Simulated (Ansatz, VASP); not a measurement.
# Ti in VASP and in Ansatz

The input INCAR:

```
PREC = Accurate ; ENCUT = 520
EDIFF = 1E-6 ; ISMEAR = 0
SIGMA = 0.15 ; LREAL = F
LASPH = T ; NELM = 80
ALGO = Fast ; ISIF = 2
LWAVE = F ; LCHARG = F
GGA = PS ; NBANDS = 12
```

File KPOINTS:

```
Automatic mesh
0
Gamma
  20 20 20
```

The input POSCAR:

```
Ti
1.0
   -1.6410000000      1.6410000000      1.7066400000
    1.6410000000     -1.6410000000      1.7066400000
    1.6410000000      1.6410000000     -1.7066400000
Ti
1
Direct
    0.0000000000      0.0000000000      0.0000000000
```

Input for Ansatz:

```yaml
crystal:
  lattice:
    - [-1.641, 1.641, 1.70664]
    - [1.641, -1.641, 1.70664]
    - [1.641, 1.641, -1.70664]
  atoms:
    - { symbol: Ti, position: [0.0, 0.0, 0.0] }
basis:
  ecutwfc: 420
kpoints:
  mp_grid: { grid: [20, 20, 20] }
hamiltonian:
  xc: pbesol
scf:
  occupations: { method: gaussian, width: 0.15 }
output:
  forces: true
  stress: true
  eigenvalues: true
```

Change from the starting cell: strain +0.000 along x and y, +0.040 along z, atoms carried along.

Alike in both runs: task single point; functional PBEsol; k mesh 20 × 20 × 20; occupations gaussian, width 0.15 eV; no spin polarisation.

|  | VASP | Ansatz |
| --- | --- | --- |
| version | VASP 6.6.1 | Ansatz 0.2.0 |
| potentials or method | VASP PAW PBE potentials, release 64 (Ti_sv), cutoff 520 eV | scalar-relativistic, plane waves, PAW |
| valence electrons in the cell | 12 | 12 |

VASP gave:

* gap on the k mesh at the Fermi level (eV): none
* pressure (GPa): -10.0
* traceless stress, the component that is largest in VASP (GPa): 0.62

Q: Which values does Ansatz return?

A: gap on the k mesh at the Fermi level (eV): none; pressure (GPa): -9.9; traceless stress, the component that is largest in VASP (GPa): 0.62.

VASP's potentials were made for PBE, not for PBEsol. A gap of «none» marks a metal or a gap that the smearing closes. The functional is the same, so the differences come from potentials, cutoffs and numerics.
